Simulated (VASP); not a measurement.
# Cu (Fm-3m) in VASP: further runs

The runs below take Cu through single point, relaxation of cell and atoms, with PBE.

All numbers are computed with VASP 6.6.1; they aren't measurements. Logs are shortened: lines on timing, memory, paths and dates and some standing lists are left out, and cuts for length are marked.

## (1) The cell of the first run

The structure is cubic, space group Fm-3m (No. 225). Conventional cell: a = 3.666 Å, b = 3.666 Å, c = 3.666 Å, α = 90.00°, β = 90.00°, γ = 90.00°. Within 3.4 Å of Cu (site symmetry m-3m) lie 12 Cu at 2.59 Å.

## (2) Single point, PBE (volume scaled by 1.03)

Contents of INCAR:

```
SYSTEM = Cu
PREC = Accurate ; ENCUT = 520
EDIFF = 1E-6 ; ISMEAR = 0
SIGMA = 0.1 ; LREAL = .FALSE.
LASPH = .TRUE. ; NELM = 60
ALGO = Normal ; ISIF = 2
LWAVE = .FALSE. ; LCHARG = .FALSE.
GGA = PE ; NBANDS = 12
```

Contents of KPOINTS:

```
Automatic mesh
0
G
  20 20 20
  0 0 0
```

Contents of POSCAR:

```
Cu
1.0
    0.0000000000      1.8328443692      1.8328443692
    1.8328443692      0.0000000000      1.8328443692
    1.8328443692      1.8328443692      0.0000000000
Cu
1
Direct
    0.0000000000      0.0000000000      0.0000000000
```

Potentials or basis: VASP PAW PBE potentials, release 64 (Cu).

Run with:

```
$ cat potpaw_PBE.64/Cu/POTCAR > POTCAR
$ mpirun -np 1 vasp_std > vasp.out
```

OUTCAR:

```text
SYSTEM = Cu
   PREC = Accurate
   ENCUT = 520
   EDIFF = 1E-6
   ISMEAR = 0
   LREAL = .FALSE.
   LASPH = .TRUE.
   NELM = 60
   ISIF = 2
   GGA = PE

 ion  position               nearest neighbor table
   1  0.000  0.000  0.000-

  LATTYP: Found a face centered cubic cell.
 ALAT       =     3.6656887384

  Lattice vectors:

 A1 = (   0.0000000000,   1.8328443692,   1.8328443692)
 A2 = (   1.8328443692,   0.0000000000,   1.8328443692)
 A3 = (   1.8328443692,   1.8328443692,   0.0000000000)

Analysis of symmetry for initial positions (statically):
=====================================================================
 Subroutine PRICEL returns:
 Original cell was already a primitive cell.

 Routine SETGRP: Setting up the symmetry group for a
 face centered cubic supercell.

 Subroutine GETGRP returns: Found 48 space group operations
 (whereof 48 operations were pure point group operations)
 out of a pool of 48 trial point group operations.

The static configuration has the point symmetry O_h .

Analysis of symmetry for dynamics (positions and initial velocities):
=====================================================================
 Subroutine PRICEL returns:
 Original cell was already a primitive cell.

 Routine SETGRP: Setting up the symmetry group for a
 face centered cubic supercell.

 Subroutine GETGRP returns: Found 48 space group operations
 (whereof 48 operations were pure point group operations)
 out of a pool of 48 trial point group operations.

The dynamic configuration has the point symmetry O_h .

 Subroutine INISYM returns: Found 48 space group operations
 (whereof 48 operations are pure point group operations),
 and found     1 'primitive' translations

----------------------------------------------------------------------------------------

                                     Primitive cell

  volume of cell :      12.3142

  direct lattice vectors                    reciprocal lattice vectors
     0.000000000  1.832844369  1.832844369    -0.272800031  0.272800031  0.272800031
     1.832844369  0.000000000  1.832844369     0.272800031 -0.272800031  0.272800031
     1.832844369  1.832844369  0.000000000     0.272800031  0.272800031 -0.272800031

  length of vectors
     2.592033365  2.592033365  2.592033365     0.472503513  0.472503513  0.472503513

  position of ions in fractional coordinates (direct lattice)
     0.000000000  0.000000000  0.000000000

  ion indices of the primitive-cell ions
   primitive index   ion index
                 1           1

----------------------------------------------------------------------------------------

 KPOINTS: Automatic mesh

Automatic generation of k-mesh.
 Grid dimensions read from file:
 generate k-points for:   20   20   20

 Generating k-lattice:

  Cartesian coordinates                     Fractional coordinates (reciprocal lattice)
    -0.013640002  0.013640002  0.013640002     0.050000000  0.000000000  0.000000000
     0.013640002 -0.013640002  0.013640002     0.000000000  0.050000000  0.000000000
     0.013640002  0.013640002 -0.013640002     0.000000000  0.000000000  0.050000000

  Length of vectors
     0.023625176  0.023625176  0.023625176

  Shift w.r.t. Gamma in fractional coordinates (k-lattice)
     0.000000000  0.000000000  0.000000000

 Subroutine IBZKPT returns following result:
 ===========================================

 Found    256 irreducible k-points:

 Following reciprocal coordinates:
            Coordinates               Weight
  0.000000  0.000000  0.000000      1.000000
  0.050000  0.000000  0.000000      8.000000
  0.100000  0.000000  0.000000      8.000000
  0.150000  0.000000  0.000000      8.000000
  0.200000  0.000000  0.000000      8.000000
  0.250000  0.000000  0.000000      8.000000
[... 16 lines left out ...]
 -0.400000  0.050000  0.000000     24.000000
 -0.350000  0.050000  0.000000     24.000000
 [... further k-points ...]
   k-points           NKPTS =    256   k-points in BZ     NKDIM =    256   number of bands    NBANDS=     12
   number of dos      NEDOS =    301   number of ions     NIONS =      1
   total plane-waves  NPLWV =   8000
   dimension x,y,z NGX =    20 NGY =   20 NGZ =   20
   dimension x,y,z NGXF=    40 NGYF=   40 NGZF=   40
   ions per type =               1
   NGX,Y,Z   is equivalent  to a cutoff of  12.83, 12.83, 12.83 a.u.
   NGXF,Y,Z  is equivalent  to a cutoff of  25.65, 25.65, 25.65 a.u.
 SYSTEM =  Cu
   PREC   = accura    normal or accurate (medium, high low for compatibility)
   ISTART =      0    job   : 0-new  1-cont  2-samecut
   ICHARG =      2    charge: 1-file 2-atom 10-const
   ISPIN  =      1    spin polarized calculation?
   LNONCOLLINEAR =      F non collinear calculations
   LSORBIT =      F    spin-orbit coupling
   LASPH  =      T    aspherical Exc in radial PAW
   ENCUT  =  520.0 eV  38.22 Ry    6.18 a.u.   4.82  4.82  4.82*2*pi/ulx,y,z
   NELM   =     60;   NELMIN=  2; NELMDL= -5     # of ELM steps
   EDIFF  = 0.1E-05   stopping-criterion for ELM
   LREAL  =      F    real-space projection
   EDIFFG = 0.1E-04   stopping-criterion for IOM
   NSW    =      0    number of steps for IOM
   IBRION =     -1    ionic relax: 0-MD 1-quasi-New 2-CG
   NFREE  =      0    steps in history (QN), initial steepest desc. (CG)
   ISIF   =      2    stress and relaxation
   ISYM   =      2    0-nonsym 1-usesym 2-fastsym
   POTIM  = 0.5000    time-step for ionic-motion
   TEBEG  =    0.0;   TEEND  =   0.0 temperature during run
   PSTRESS=    0.0 pullay stress
   NELECT =      11.0000    total number of electrons
   NUPDOWN=      -1.0000    fix difference up-down
   EMIN   =  10.00;   EMAX   =-10.00  energy-range for DOS
   EFERMI =   0.00;   METHOD = LEGACY
   ISMEAR =     0;   SIGMA  =   0.10  broadening in eV -4-tet -1-fermi 0-gaus
   EFERMI_NEDOS =   21; number of points for ismear=-14 and -15
   IALGO  =     38    algorithm
   IMIX   =      4    mixing-type and parameters
     AMIX     =   0.40;   BMIX     =  1.00
     AMIX_MAG =   1.60;   BMIX_MAG =  1.00
  volume/ion in A,a.u.               =      12.31        83.10
  Fermi-wavevector in a.u.,A,eV,Ry     =   1.576655  2.979447 33.821941  2.485843
  Thomas-Fermi vector in A             =   2.677456
   LORBIT       =      0    0 simple, 1 ext, 2 COOP (PROOUT), +10 PAW based schemes
   GGA     = PE    functional components
   LHFCALC =     F    Hartree Fock is set to
   AEXX    =    0.0000 exact exchange contribution
   IVDW    =     0    specifies the selected vdW correction
   LEPSILON=     F    determine dielectric tensor
   LRPA    =     F    only Hartree local field effects (RPA)
 non-spin polarized calculation
 Gauss-broadening in eV      SIGMA  =   0.10
  energy-cutoff  :      520.00
  volume of cell :       12.31
 maximum number of plane-waves:       343
   NGX =  9   NGY =  9   NGZ =  9

 number of electron      10.9999989 magnetization

 Free energy of the ion-electron system (eV)
  ---------------------------------------------------
  ext. energy  EPLUGINS =         0.00000000
  ---------------------------------------------------
  free energy    TOTEN  =        -3.72635309 eV

  energy without entropy =       -3.72498102  energy(sigma->0) =       -3.72566705

 E-fermi :   7.0538     XC(G=0): -12.4849

 val. band max:        7.0384954227   @ k =  -0.4500   0.1000   0.0500
 cond. band min:       7.0856997995   @ k =   0.5000   0.3500   0.1500
 fundamental gap:      0.0472043768
 Fermi energy:         7.0538130308

 k-point     1 :       0.0000    0.0000    0.0000
  band No.  band energies     occupation
      1      -1.9587      2.00000
      2       4.1787      2.00000
      3       4.1787      2.00000
      4       4.1787      2.00000
      5       4.9490      2.00000
      6       4.9490      2.00000
      7      29.3375      0.00000
      8      31.6604      0.00000
      9      31.6604      0.00000
     10      31.6604      0.00000
     11      34.1267      0.00000
     12      34.1267      0.00000

 k-point     2 :       0.0500    0.0000    0.0000
  band No.  band energies     occupation
      1      -1.8702      2.00000
      2       4.1606      2.00000
      3       4.1951      2.00000
      4       4.1951      2.00000
      5       4.9425      2.00000
      6       4.9425      2.00000
      7      28.7944      0.00000
      8      30.5063      0.00000
      9      31.3583      0.00000
     10      31.3583      0.00000
     11      34.5587      0.00000
     12      34.5587      0.00000

 k-point     3 :       0.1000    0.0000    0.0000
  band No.  band energies     occupation
      1      -1.6069      2.00000
      2       4.1104      2.00000
      3       4.2390      2.00000
      4       4.2390      2.00000
      5       4.9280      2.00000
      6       4.9280      2.00000
      7      26.6944      0.00000
      8      29.9721      0.00000
      9      30.7727      0.00000
     10      30.7727      0.00000
     11      35.5091      0.00000
     12      35.5091      0.00000
[... 286 lines left out ...]
 k-point    23 :      -0.4000    0.0500    0.0000
  band No.  band energies     occupation
      1       2.1189      2.00000
      2       4.1574      2.00000
      3       4.2004      2.00000
      4       4.8879      2.00000
      5       5.3665      2.00000
      6       5.8325      2.00000
      7      12.2985      0.00000
      8      26.4670      0.00000
      9      28.4017      0.00000
     10      28.8701      0.00000
     11      31.8600      0.00000
     12      33.2022      0.00000

 k-point    24 :      -0.3500    0.0500    0.0000
  band No.  band energies     occupation
      1       1.7708      2.00000
      2       4.2045      2.00000
      3       4.2416      2.00000
      4       4.3844      2.00000
      5       5.2458      2.00000
      6       5.5152      2.00000
      7      14.1184      0.00000
      8      26.3907      0.00000
      9      28.8127      0.00000
     10      29.5550      0.00000
     11      31.9534      0.00000
     12      33.6253      0.00000

 [... further k-points ...]

------------------------ aborting loop because EDIFF is reached ----------------------------------------

  FORCE on cell =-STRESS in cart. coord.  units (eV):
  Direction    XX          YY          ZZ          XY          YZ          ZX
  --------------------------------------------------------------------------------------
  -------------------------------------------------------------------------------------
  Total       -0.2508425     -0.2508425     -0.2508425     -0.0000000     -0.0000000      0.0000000
  in kB      -32.6365992    -32.6365992    -32.6365992     -0.0000000     -0.0000000      0.0000000
  external PRESSURE =     -32.6365992 kB  Pullay stress =       0.0000000 kB

 VOLUME and BASIS-vectors are now :
 -----------------------------------------------------------------------------
  energy-cutoff  :      520.00
  volume of cell :       12.31
      direct lattice vectors                 reciprocal lattice vectors
     0.000000000  1.832844369  1.832844369    -0.272800031  0.272800031  0.272800031
     1.832844369  0.000000000  1.832844369     0.272800031 -0.272800031  0.272800031
     1.832844369  1.832844369  0.000000000     0.272800031  0.272800031 -0.272800031

 POSITION                                       TOTAL-FORCE (eV/Angst)
 -----------------------------------------------------------------------------------
      0.00000      0.00000      0.00000        -0.000000      0.000000     -0.000000
 -----------------------------------------------------------------------------------
    total drift:                                0.000000      0.000000      0.000000

  FREE ENERGIE OF THE ION-ELECTRON SYSTEM (eV)
  ---------------------------------------------------
  free  energy   TOTEN  =        -3.7263530863 eV

  energy  without entropy=       -3.7249810223  energy(sigma->0) =       -3.72566705
```

Wall time 39 s (1 thread of Intel Xeon Platinum 8259CL at 2.50GHz (Skylake/Cascade Lake), shared host); peak memory 0.14 GiB.

Results:

| Property | Result |
| --- | --- |
| Free energy | -3.7264 eV |
| Pressure | -3.3 GPa |

Levels at points of the mesh, in eV from the Fermi level:
```tsv
k point	band 3	band 4	band 5	band 6	band 7	band 8	band 9	band 10
(0.00, 0.00, 0.00)	-2.88	-2.88	-2.10	-2.10	22.28	24.61	24.61	24.61
(0.50, 0.00, 0.00)	-2.91	-1.57	-1.57	-0.86	3.58	20.80	21.45	21.45
(0.50, 0.50, 0.00)	-1.59	-1.44	-1.44	1.55	6.85	12.79	12.79	17.18
```

## (3) Single point, PBE (volume scaled by 1.06)

Contents of INCAR:

```
PREC = Accurate ; ENCUT = 520
EDIFF = 1E-6 ; ISMEAR = 0
SIGMA = 0.1 ; LREAL = F
LASPH = T ; NELM = 60
ALGO = Normal ; ISIF = 2
LWAVE = F ; LCHARG = F
GGA = PE ; NBANDS = 12
```

Contents of KPOINTS:

```
regular mesh
0
Gamma
  20 20 20
```

Contents of POSCAR:

```
Cu
1.0
    0.0000000000      1.8504689540      1.8504689540
    1.8504689540      0.0000000000      1.8504689540
    1.8504689540      1.8504689540      0.0000000000
Cu
1
Direct
    0.0000000000      0.0000000000      0.0000000000
```

Potentials or basis: VASP PAW PBE potentials, release 64 (Cu).

Run with:

```
$ cat potpaw_PBE.64/Cu/POTCAR > POTCAR
$ mpirun -np 1 vasp_std > vasp.out
```

OUTCAR:

```text
PREC = Accurate
   ENCUT = 520
   EDIFF = 1E-6
   ISMEAR = 0
   LREAL = F
   LASPH = T
   NELM = 60
   ISIF = 2
   GGA = PE

 ion  position               nearest neighbor table
   1  0.000  0.000  0.000-

  LATTYP: Found a face centered cubic cell.
 ALAT       =     3.7009379080

  Lattice vectors:

 A1 = (   0.0000000000,   1.8504689540,   1.8504689540)
 A2 = (   1.8504689540,   0.0000000000,   1.8504689540)
 A3 = (   1.8504689540,   1.8504689540,   0.0000000000)

Analysis of symmetry for initial positions (statically):
=====================================================================
 Subroutine PRICEL returns:
 Original cell was already a primitive cell.

 Routine SETGRP: Setting up the symmetry group for a
 face centered cubic supercell.

 Subroutine GETGRP returns: Found 48 space group operations
 (whereof 48 operations were pure point group operations)
 out of a pool of 48 trial point group operations.

The static configuration has the point symmetry O_h .

Analysis of symmetry for dynamics (positions and initial velocities):
[... 164 lines left out ...]
 k-point     1 :       0.0000    0.0000    0.0000
  band No.  band energies     occupation
      1      -2.0840      2.00000
      2       3.9259      2.00000
      3       3.9259      2.00000
      4       3.9259      2.00000
      5       4.6624      2.00000
      6       4.6624      2.00000
      7      28.7706      0.00000
      8      30.8764      0.00000
      9      30.8764      0.00000
     10      30.8764      0.00000
     11      33.3332      0.00000
     12      33.3332      0.00000
[... 331 lines left out ...]
 k-point    24 :      -0.3500    0.0500    0.0000
  band No.  band energies     occupation
      1       1.5878      2.00000
      2       3.9513      2.00000
      3       3.9868      2.00000
      4       4.1361      2.00000
      5       4.9471      2.00000
      6       5.2080      2.00000
      7      13.6228      0.00000
      8      25.7234      0.00000
      9      28.1775      0.00000
     10      28.7583      0.00000
     11      31.2204      0.00000
     12      32.8441      0.00000

 [... further k-points ...]

------------------------ aborting loop because EDIFF is reached ----------------------------------------

  FORCE on cell =-STRESS in cart. coord.  units (eV):
  Direction    XX          YY          ZZ          XY          YZ          ZX
  --------------------------------------------------------------------------------------
  -------------------------------------------------------------------------------------
  Total       -0.5087280     -0.5087280     -0.5087280      0.0000000      0.0000000      0.0000000
  in kB      -64.3162624    -64.3162624    -64.3162624      0.0000000      0.0000000      0.0000000
  external PRESSURE =     -64.3162624 kB  Pullay stress =       0.0000000 kB

 VOLUME and BASIS-vectors are now :
 -----------------------------------------------------------------------------
  energy-cutoff  :      520.00
  volume of cell :       12.67
      direct lattice vectors                 reciprocal lattice vectors
     0.000000000  1.850468954  1.850468954    -0.270201777  0.270201777  0.270201777
     1.850468954  0.000000000  1.850468954     0.270201777 -0.270201777  0.270201777
     1.850468954  1.850468954  0.000000000     0.270201777  0.270201777 -0.270201777

 POSITION                                       TOTAL-FORCE (eV/Angst)
 -----------------------------------------------------------------------------------
      0.00000      0.00000      0.00000         0.000000      0.000000      0.000000
 -----------------------------------------------------------------------------------
    total drift:                                0.000000      0.000000      0.000000

  FREE ENERGIE OF THE ION-ELECTRON SYSTEM (eV)
  ---------------------------------------------------
  free  energy   TOTEN  =        -3.7154230273 eV

  energy  without entropy=       -3.7140400796  energy(sigma->0) =       -3.71473155
```

OSZICAR:

```text
N       E                     dE             d eps       ncg     rms          rms(c)
DAV:   1     0.422501746582E+02    0.42250E+02   -0.53637E+03  6760   0.150E+03
DAV:   2    -0.328530219141E+01   -0.45535E+02   -0.42193E+02  6324   0.199E+02
DAV:   3    -0.457447866685E+01   -0.12892E+01   -0.12841E+01  7188   0.391E+01
DAV:   4    -0.458284446291E+01   -0.83658E-02   -0.83647E-02  7008   0.280E+00
DAV:   5    -0.458292873640E+01   -0.84273E-04   -0.84272E-04  7380   0.286E-01    0.755E+00
DAV:   6    -0.414590667193E+01    0.43702E+00   -0.15281E+01  7316   0.726E+01    0.429E+00
DAV:   7    -0.372561141775E+01    0.42030E+00   -0.25391E+00  7332   0.297E+01    0.499E-01
DAV:   8    -0.371760584428E+01    0.80056E-02   -0.69553E-03  7516   0.154E+00    0.356E-01
DAV:   9    -0.371543015201E+01    0.21757E-02   -0.14456E-02  7540   0.206E+00    0.381E-02
DAV:  10    -0.371542314485E+01    0.70072E-05   -0.91598E-05  9284   0.165E-01    0.668E-03
DAV:  11    -0.371542302735E+01    0.11750E-06   -0.57534E-07  5260   0.840E-03
   1 F= -.37154230E+01 E0= -.37147316E+01  d E =-.138295E-02
```

stdout:

```text
POSCAR found type information on POSCAR Cu
 POSCAR found :  1 types and       1 ions
 scaLAPACK will be used
 LDA part: xc-table for (Slater+PW92), standard interpolation
 POSCAR, INCAR and KPOINTS ok, starting setup
 FFT: planning ... GRIDC
 FFT: planning ... GRID_SOFT
 FFT: planning ... GRID
 WAVECAR not read
 entering main loop
```

Run time: 37 s. Hardware: 1 thread of Intel Xeon Platinum 8259CL at 2.50GHz (Skylake/Cascade Lake), shared host; peak memory 0.15 GiB.

What came out:

```yaml
Free_energy: -3.7154 eV
Pressure: -6.4 GPa
```

Levels at points of the mesh, in eV from the Fermi level:
| k point | band 3 | band 4 | band 5 | band 6 | band 7 | band 8 | band 9 | band 10 |
| --- | --- | --- | --- | --- | --- | --- | --- | --- |
| (0.00, 0.00, 0.00) | -2.80 | -2.80 | -2.06 | -2.06 | 22.05 | 24.16 | 24.16 | 24.16 |
| (0.50, 0.00, 0.00) | -2.82 | -1.55 | -1.55 | -0.78 | 3.44 | 20.58 | 21.02 | 21.02 |
| (0.50, 0.50, 0.00) | -1.57 | -1.42 | -1.42 | 1.57 | 6.66 | 12.57 | 12.57 | 16.89 |

(Continued in part 2 of 2.)
